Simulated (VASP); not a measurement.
# WS2 (Cm) in VASP: further runs

Runs on WS2. Level: PBEsol. Tasks: single point.

Program: VASP 6.6.1. These are calculated values, not measurements. Logs are shortened: lines on timing, memory, paths and dates and some standing lists are left out, and cuts for length are marked.

### Step 1. The cell of the first run

Symmetry: Cm, No. 8, monoclinic system. The conventional cell has a = 5.470 Å, b = 3.158 Å, c = 6.427 Å, α = 90.00°, β = 106.48°, γ = 90.00°. Within 3.2 Å of W (site symmetry m) lie 6 S at 2.39 to 2.63 Å and 6 W at 3.16 Å. S (site symmetry m) has 3 W at 2.39 Å and 6 S at 3.16 Å within 3.2 Å. S (site symmetry m) has 3 W at 2.41 to 2.63 Å and 6 S at 3.16 Å within 3.2 Å.

### Step 2. Single point, PBEsol (atom 3 (S) moved by (+0.200, -0.200) A along y and z)

INCAR

```
SYSTEM = WS2
ALGO = Normal
EDIFF = 1E-6
ENCUT = 520
GGA = PS
ISIF = 2
ISMEAR = 0
LASPH = .TRUE.
LCHARG = .FALSE.
LREAL = .FALSE.
LWAVE = .FALSE.
NBANDS = 20
NELM = 80
PREC = Accurate
SIGMA = 0.05
```

KPOINTS

```
k-points
0
G
  12 12 12
  0 0 0
```

POSCAR

```
WS2
1.0
    1.5790003843      0.9116362969      6.1633300000
   -1.5790003843      0.9116362969      6.1633300000
    0.0000000000     -1.8232725938      6.1633300000
W S
1 2
Direct
    0.0000000000      0.0000000000      0.0000000000
    0.7503000000      0.7503000000      0.7503000000
    0.6067476258      0.6067476258      0.4970547578
```

Potentials or basis: VASP PAW PBE potentials, release 64 (W_sv, S).

The run is started by

```
$ cat potpaw_PBE.64/W_sv/POTCAR potpaw_PBE.64/S/POTCAR > POTCAR
$ mpirun -np 1 vasp_std > vasp.out
```

OUTCAR:

```text
SYSTEM = WS2
   EDIFF = 1E-6
   ENCUT = 520
   GGA = PS
   ISIF = 2
   ISMEAR = 0
   LASPH = .TRUE.
   LREAL = .FALSE.
   NELM = 80
   PREC = Accurate

 ion  position               nearest neighbor table
   1  0.000  0.000  0.000-   2 2.39   2 2.39   2 2.39   3 2.41   3 2.63   3 2.63
   2  0.750  0.750  0.750-   1 2.39   1 2.39   1 2.39
   3  0.607  0.607  0.497-   1 2.41   1 2.63   1 2.63

  LATTYP: Found a trigonal (rhomboedric) cell.
 ALAT       =     6.4273602389
 COS(alpha) =     0.8792939096

  Lattice vectors:

 A1 = (   1.5790003843,   0.9116362969,   6.1633300000)
 A2 = (  -1.5790003843,   0.9116362969,   6.1633300000)
 A3 = (   0.0000000000,  -1.8232725938,   6.1633300000)

Analysis of symmetry for initial positions (statically):
=====================================================================
 Subroutine PRICEL returns:
 Original cell was already a primitive cell.

 Routine SETGRP: Setting up the symmetry group for a
 trigonal (rhombohedral) supercell.

 Subroutine GETGRP returns: Found  2 space group operations
 (whereof  2 operations were pure point group operations)
 out of a pool of 12 trial point group operations.

The static configuration has the point symmetry C_1h.

Analysis of symmetry for dynamics (positions and initial velocities):
=====================================================================
 Subroutine PRICEL returns:
 Original cell was already a primitive cell.

 Routine SETGRP: Setting up the symmetry group for a
 trigonal (rhombohedral) supercell.

 Subroutine GETGRP returns: Found  2 space group operations
 (whereof  2 operations were pure point group operations)
 out of a pool of 12 trial point group operations.

The dynamic configuration has the point symmetry C_1h.

 Subroutine INISYM returns: Found  2 space group operations
 (whereof  2 operations are pure point group operations),
 and found     1 'primitive' translations

----------------------------------------------------------------------------------------

                                     Primitive cell

  volume of cell :      53.2317

  direct lattice vectors                    reciprocal lattice vectors
     1.579000384  0.911636297  6.163330000     0.316656034  0.182821447  0.054083318
    -1.579000384  0.911636297  6.163330000    -0.316656034  0.182821447  0.054083318
     0.000000000 -1.823272594  6.163330000     0.000000000 -0.365642893  0.054083318

  length of vectors
     6.427360239  6.427360239  6.427360239     0.369621064  0.369621064  0.369621064

  position of ions in fractional coordinates (direct lattice)
     0.000000000  0.000000000  0.000000000
     0.750300000  0.750300000  0.750300000
     0.606747626  0.606747626  0.497054758

  ion indices of the primitive-cell ions
   primitive index   ion index
                 1           1
                 2           2
                 3           3

----------------------------------------------------------------------------------------

 KPOINTS: k-points

Automatic generation of k-mesh.
 Grid dimensions read from file:
 generate k-points for:   12   12   12

 Generating k-lattice:

  Cartesian coordinates                     Fractional coordinates (reciprocal lattice)
     0.026388003  0.015235121  0.004506943     0.083333333  0.000000000  0.000000000
    -0.026388003  0.015235121  0.004506943     0.000000000  0.083333333  0.000000000
     0.000000000 -0.030470241  0.004506943     0.000000000  0.000000000  0.083333333

  Length of vectors
     0.030801755  0.030801755  0.030801755

  Shift w.r.t. Gamma in fractional coordinates (k-lattice)
     0.000000000  0.000000000  0.000000000

 Subroutine IBZKPT returns following result:
 ===========================================

 Found    476 irreducible k-points:

 Following reciprocal coordinates:
            Coordinates               Weight
  0.000000  0.000000  0.000000      1.000000
  0.083333  0.000000  0.000000      4.000000
  0.000000  0.000000  0.083333      2.000000
  0.166667  0.000000  0.000000      4.000000
 -0.000000 -0.000000  0.166667      2.000000
  0.250000  0.000000  0.000000      4.000000
[... 16 lines left out ...]
 -0.333333 -0.000000 -0.083333      4.000000
  0.083333  0.000000  0.333333      4.000000
 [... further k-points ...]
   k-points           NKPTS =    476   k-points in BZ     NKDIM =    476   number of bands    NBANDS=     20
   number of dos      NEDOS =    301   number of ions     NIONS =      3
   total plane-waves  NPLWV = 110592
   dimension x,y,z NGX =    48 NGY =   48 NGZ =   48
   dimension x,y,z NGXF=    96 NGYF=   96 NGZF=   96
   ions per type =               1   2
   NGX,Y,Z   is equivalent  to a cutoff of  12.42, 12.42, 12.42 a.u.
   NGXF,Y,Z  is equivalent  to a cutoff of  24.83, 24.83, 24.83 a.u.
 SYSTEM =  WS2
   PREC   = accura    normal or accurate (medium, high low for compatibility)
   ISTART =      0    job   : 0-new  1-cont  2-samecut
   ICHARG =      2    charge: 1-file 2-atom 10-const
   ISPIN  =      1    spin polarized calculation?
   LNONCOLLINEAR =      F non collinear calculations
   LSORBIT =      F    spin-orbit coupling
   LASPH  =      T    aspherical Exc in radial PAW
   ENCUT  =  520.0 eV  38.22 Ry    6.18 a.u.  11.95 11.95 11.95*2*pi/ulx,y,z
   NELM   =     80;   NELMIN=  2; NELMDL= -5     # of ELM steps
   EDIFF  = 0.1E-05   stopping-criterion for ELM
   LREAL  =      F    real-space projection
   EDIFFG = 0.1E-04   stopping-criterion for IOM
   NSW    =      0    number of steps for IOM
   IBRION =     -1    ionic relax: 0-MD 1-quasi-New 2-CG
   NFREE  =      0    steps in history (QN), initial steepest desc. (CG)
   ISIF   =      2    stress and relaxation
   ISYM   =      2    0-nonsym 1-usesym 2-fastsym
   POTIM  = 0.5000    time-step for ionic-motion
   TEBEG  =    0.0;   TEEND  =   0.0 temperature during run
   PSTRESS=    0.0 pullay stress
   NELECT =      26.0000    total number of electrons
   NUPDOWN=      -1.0000    fix difference up-down
   EMIN   =  10.00;   EMAX   =-10.00  energy-range for DOS
   EFERMI =   0.00;   METHOD = LEGACY
   ISMEAR =     0;   SIGMA  =   0.05  broadening in eV -4-tet -1-fermi 0-gaus
   EFERMI_NEDOS =   21; number of points for ismear=-14 and -15
   IALGO  =     38    algorithm
   IMIX   =      4    mixing-type and parameters
     AMIX     =   0.40;   BMIX     =  1.00
     AMIX_MAG =   1.60;   BMIX_MAG =  1.00
  volume/ion in A,a.u.               =      17.74       119.74
  Fermi-wavevector in a.u.,A,eV,Ry     =   1.289266  2.436359 22.615688  1.662206
  Thomas-Fermi vector in A             =   2.421169
   LORBIT       =      0    0 simple, 1 ext, 2 COOP (PROOUT), +10 PAW based schemes
   GGA     = PS    functional components
   LHFCALC =     F    Hartree Fock is set to
   AEXX    =    0.0000 exact exchange contribution
   IVDW    =     0    specifies the selected vdW correction
   LEPSILON=     F    determine dielectric tensor
   LRPA    =     F    only Hartree local field effects (RPA)
 non-spin polarized calculation
 Gauss-broadening in eV      SIGMA  =   0.05
  energy-cutoff  :      520.00
  volume of cell :       53.23
 maximum number of plane-waves:      1450
   NGX = 23   NGY = 23   NGZ = 23

 number of electron      26.0000000 magnetization

 Free energy of the ion-electron system (eV)
  ---------------------------------------------------
  ext. energy  EPLUGINS =         0.00000000
  ---------------------------------------------------
  free energy    TOTEN  =       -24.76216946 eV

  energy without entropy =      -24.76216946  energy(sigma->0) =      -24.76216946

 E-fermi :   7.5301     XC(G=0): -11.2330

 val. band max:        7.2548925048   @ k =   0.5000   0.5000   0.5000
 cond. band min:       7.8885163808   @ k =  -0.1667   0.1667   0.0000
 fundamental gap:      0.6336238760
 Fermi energy:         7.5300611978

 k-point     1 :       0.0000    0.0000    0.0000
  band No.  band energies     occupation
      1     -67.2606      2.00000
      2     -31.5063      2.00000
      3     -31.2933      2.00000
      4     -31.2918      2.00000
      5      -8.0009      2.00000
      6      -6.1179      2.00000
[... 12 lines left out ...]
     19      15.0502      0.00000
     20      16.1246      0.00000

 k-point     2 :       0.0833    0.0000    0.0000
  band No.  band energies     occupation
      1     -67.2594      2.00000
      2     -31.5023      2.00000
      3     -31.3160      2.00000
      4     -31.2985      2.00000
      5      -7.8872      2.00000
      6      -6.0724      2.00000
[... 12 lines left out ...]
     19      15.4486      0.00000
     20      16.1439      0.00000

 k-point     3 :       0.0000    0.0000    0.0833
  band No.  band energies     occupation
      1     -67.2594      2.00000
      2     -31.5021      2.00000
      3     -31.3173      2.00000
      4     -31.2975      2.00000
      5      -7.8839      2.00000
      6      -6.0778      2.00000
[... 12 lines left out ...]
     19      15.5656      0.00000
     20      16.2841      0.00000

 k-point     4 :       0.1667    0.0000    0.0000
  band No.  band energies     occupation
      1     -67.2560      2.00000
      2     -31.4914      2.00000
      3     -31.3801      2.00000
      4     -31.3137      2.00000
      5      -7.5623      2.00000
      6      -5.9402      2.00000
[... 12 lines left out ...]
     19      15.7718      0.00000
     20      16.3581      0.00000

 k-point     5 :      -0.0000   -0.0000    0.1667
  band No.  band energies     occupation
      1     -67.2560      2.00000
      2     -31.4909      2.00000
      3     -31.3823      2.00000
      4     -31.3127      2.00000
      5      -7.5490      2.00000
      6      -5.9617      2.00000
[... 12 lines left out ...]
     19      15.9354      0.00000
     20      16.7113      0.00000

 k-point     6 :       0.2500    0.0000    0.0000
  band No.  band energies     occupation
      1     -67.2515      2.00000
      2     -31.4802      2.00000
      3     -31.4629      2.00000
      4     -31.3343      2.00000
      5      -7.0771      2.00000
      6      -5.7367      2.00000
[... 12 lines left out ...]
     19      15.4040      0.00000
     20      16.1736      0.00000

 k-point     7 :       0.0000    0.0000    0.2500
  band No.  band energies     occupation
      1     -67.2515      2.00000
      2     -31.4809      2.00000
      3     -31.4644      2.00000
      4     -31.3335      2.00000
      5      -7.0470      2.00000
      6      -5.7830      2.00000
[... 12 lines left out ...]
     19      15.3168      0.00000
     20      16.2640      0.00000
[... 277 lines left out ...]
 k-point    20 :      -0.2500   -0.0000   -0.0833
  band No.  band energies     occupation
      1     -67.2532      2.00000
      2     -31.4824      2.00000
      3     -31.4295      2.00000
      4     -31.3317      2.00000
      5      -7.2526      2.00000
      6      -5.8307      2.00000
[... 12 lines left out ...]
     19      15.8645      0.00000
     20      16.4092      0.00000

 k-point    21 :       0.0833    0.0000    0.2500
  band No.  band energies     occupation
      1     -67.2531      2.00000
      2     -31.4818      2.00000
      3     -31.4328      2.00000
      4     -31.3302      2.00000
      5      -7.2289      2.00000
      6      -5.8683      2.00000
[... 12 lines left out ...]
     19      15.8629      0.00000
     20      16.7313      0.00000

 k-point    22 :       0.3333    0.0833   -0.0000
  band No.  band energies     occupation
      1     -67.2486      2.00000
      2     -31.5165      2.00000
      3     -31.4644      2.00000
      4     -31.3549      2.00000
      5      -6.7126      2.00000
      6      -5.6283      2.00000
[... 12 lines left out ...]
     19      15.3216      0.00000
     20      15.6763      0.00000

 k-point    23 :      -0.3333   -0.0000   -0.0833
  band No.  band energies     occupation
      1     -67.2486      2.00000
      2     -31.5139      2.00000
      3     -31.4654      2.00000
      4     -31.3558      2.00000
      5      -6.7305      2.00000
      6      -5.6004      2.00000
[... 12 lines left out ...]
     19      15.4185      0.00000
     20      15.6463      0.00000

 k-point    24 :       0.0833    0.0000    0.3333
  band No.  band energies     occupation
      1     -67.2486      2.00000
      2     -31.5191      2.00000
      3     -31.4634      2.00000
      4     -31.3545      2.00000
      5      -6.6895      2.00000
      6      -5.6623      2.00000
[... 12 lines left out ...]
     19      15.2586      0.00000
     20      15.8944      0.00000

 [... further k-points ...]
[... 5 lines left out ...]
  --------------------------------------------------------------------------------------
  -------------------------------------------------------------------------------------
  Total       -1.6487697     -1.5997100     -4.5678535      0.0000000      2.1826751      0.0000000
  in kB      -49.6249490    -48.1483393   -137.4840242      0.0000000     65.6945232      0.0000000
  external PRESSURE =     -78.4191042 kB  Pullay stress =       0.0000000 kB

 VOLUME and BASIS-vectors are now :
 -----------------------------------------------------------------------------
  energy-cutoff  :      520.00
  volume of cell :       53.23
      direct lattice vectors                 reciprocal lattice vectors
     1.579000384  0.911636297  6.163330000     0.316656034  0.182821447  0.054083318
    -1.579000384  0.911636297  6.163330000    -0.316656034  0.182821447  0.054083318
     0.000000000 -1.823272594  6.163330000     0.000000000 -0.365642893  0.054083318

 POSITION                                       TOTAL-FORCE (eV/Angst)
 -----------------------------------------------------------------------------------
      0.00000      0.00000      0.00000         0.000000      1.322234     -2.648292
      0.00000      0.00000     13.87304         0.000000      0.012201     -0.112183
      0.00000      0.20000     10.54268         0.000000     -1.334435      2.760475
 -----------------------------------------------------------------------------------
    total drift:                                0.000000      0.000037     -0.000069

  FREE ENERGIE OF THE ION-ELECTRON SYSTEM (eV)
  ---------------------------------------------------
  free  energy   TOTEN  =       -24.7621694567 eV

  energy  without entropy=      -24.7621694567  energy(sigma->0) =      -24.76216946
```

Run time: 7.5 min. Hardware: 1 thread of Intel Xeon 6975P-C (Granite Rapids), shared host; peak memory 0.66 GiB.

What came out:

```
Free energy            : -24.7622 eV
Pressure               : -7.8 GPa
Largest force          : 3.066 eV/Å
Band gap on the k mesh : 0.63 eV, indirect (least direct gap 1.72 eV)
```

Forces on the atoms (eV/Å):
```
W    0.000  1.322 -2.648
S    0.000  0.012 -0.112
S    0.000 -1.334  2.760
```

Stress tensor (GPa, compression positive):
```
 -4.96   0.00   0.00
  0.00  -4.81   6.57
  0.00   6.57 -13.75
```

Caveat: the cell differs from its parent crystal (atom 3 (S) moved by (+0.200, -0.200) A along y and z); the PAW data sets were made with another functional, which shifts forces and pressure a little; spin-orbit coupling is left out, which moves the levels of the heavy elements. A k mesh can miss the band edges.

### Step 3. Single point, PBEsol (atom 3 (S) moved by (+0.200, +0.000) A along y and z)

INCAR

```
ALGO = Normal ; EDIFF = 1E-6
ENCUT = 520 ; GGA = PS
ISIF = 2 ; ISMEAR = 0
LASPH = True ; LCHARG = True
LELF = True ; LREAL = False
LVHAR = True ; LWAVE = False
NBANDS = 20 ; NELM = 60
PREC = Accurate ; SIGMA = 0.05
```

KPOINTS

```
k-points
0
Gamma
  12 12 12
```

POSCAR, as its differences from that of step 2:

```diff
@@ -10,2 +10,2 @@
     0.7503000000      0.7503000000      0.7503000000
-    0.6067476258      0.6067476258      0.4970547578
+    0.6175642893      0.6175642893      0.5078714213
```

Potentials or basis: VASP PAW PBE potentials, release 64 (W_sv, S).

The run is started by

```
$ cat potpaw_PBE.64/W_sv/POTCAR potpaw_PBE.64/S/POTCAR > POTCAR
$ mpirun -np 1 vasp_std > vasp.out
```

OUTCAR:

```text
EDIFF = 1E-6
   ENCUT = 520
   GGA = PS
   ISIF = 2
   ISMEAR = 0
   LASPH = True
   LREAL = False
   NELM = 60
   PREC = Accurate

 ion  position               nearest neighbor table
   1  0.000  0.000  0.000-   3 2.27   2 2.39   2 2.39   2 2.39   3 2.50   3 2.50
   2  0.750  0.750  0.750-   1 2.39   1 2.39   1 2.39
   3  0.618  0.618  0.508-   1 2.27   1 2.50   1 2.50

  LATTYP: Found a trigonal (rhomboedric) cell.
 ALAT       =     6.4273602389
 COS(alpha) =     0.8792939096

  Lattice vectors:

 A1 = (   1.5790003843,   0.9116362969,   6.1633300000)
 A2 = (  -1.5790003843,   0.9116362969,   6.1633300000)
 A3 = (   0.0000000000,  -1.8232725938,   6.1633300000)

Analysis of symmetry for initial positions (statically):
=====================================================================
 Subroutine PRICEL returns:
 Original cell was already a primitive cell.

 Routine SETGRP: Setting up the symmetry group for a
 trigonal (rhombohedral) supercell.

 Subroutine GETGRP returns: Found  2 space group operations
 (whereof  2 operations were pure point group operations)
[... 157 lines left out ...]

 Free energy of the ion-electron system (eV)
  ---------------------------------------------------
  ext. energy  EPLUGINS =         0.00000000
  ---------------------------------------------------
  free energy    TOTEN  =       -25.04514954 eV

  energy without entropy =      -25.04514954  energy(sigma->0) =      -25.04514954

 E-fermi :   7.7536     XC(G=0): -11.1132

 val. band max:        7.3986446779   @ k =   0.5000   0.5000   0.5000
 cond. band min:       8.2986027494   @ k =  -0.1667   0.1667   0.0000
 fundamental gap:      0.8999580715
 Fermi energy:         7.7536429559

 k-point     1 :       0.0000    0.0000    0.0000
  band No.  band energies     occupation
      1     -67.1821      2.00000
      2     -31.4706      2.00000
      3     -31.2844      2.00000
      4     -31.2635      2.00000
      5      -8.2608      2.00000
      6      -6.2434      2.00000
[... 541 lines left out ...]
     19      15.3260      0.00000
     20      15.6720      0.00000

 [... further k-points ...]
[... 5 lines left out ...]
  --------------------------------------------------------------------------------------
  -------------------------------------------------------------------------------------
  Total       -0.6408272      0.6665452      0.9666398      0.0000000      3.4501717      0.0000000
  in kB      -19.2877261     20.0617902     29.0940866      0.0000000    103.8438494      0.0000000
  external PRESSURE =       9.9560502 kB  Pullay stress =       0.0000000 kB

 VOLUME and BASIS-vectors are now :
 -----------------------------------------------------------------------------
  energy-cutoff  :      520.00
  volume of cell :       53.23
      direct lattice vectors                 reciprocal lattice vectors
     1.579000384  0.911636297  6.163330000     0.316656034  0.182821447  0.054083318
    -1.579000384  0.911636297  6.163330000    -0.316656034  0.182821447  0.054083318
     0.000000000 -1.823272594  6.163330000     0.000000000 -0.365642893  0.054083318

 POSITION                                       TOTAL-FORCE (eV/Angst)
 -----------------------------------------------------------------------------------
      0.00000      0.00000      0.00000         0.000000      2.242362     -0.058859
      0.00000      0.00000     13.87304         0.000000      0.013099      0.258626
      0.00000      0.20000     10.74268         0.000000     -2.255461     -0.199767
 -----------------------------------------------------------------------------------
    total drift:                                0.000000      0.000018     -0.000006

  FREE ENERGIE OF THE ION-ELECTRON SYSTEM (eV)
  ---------------------------------------------------
  free  energy   TOTEN  =       -25.0451495378 eV

  energy  without entropy=      -25.0451495378  energy(sigma->0) =      -25.04514954
```

It took 8.2 min on 1 thread of Intel Xeon 6975P-C (Granite Rapids), shared host; peak memory 0.66 GiB.

What came out:

```yaml
Free_energy: -25.0451 eV
Pressure: 1.0 GPa
Largest_force: 2.264 eV/Å
Band_gap_on_the_k_mesh: 0.90 eV, indirect (least direct gap 1.67 eV)
```

Forces on the atoms (eV/Å):
```
W    0.000  2.242 -0.059
S    0.000  0.013  0.259
S    0.000 -2.255 -0.200
```

Caveat: the cell differs from its parent crystal (atom 3 (S) moved by (+0.200, +0.000) A along y and z); the PAW data sets were made with another functional, which shifts forces and pressure a little; spin-orbit coupling is left out, which moves the levels of the heavy elements.
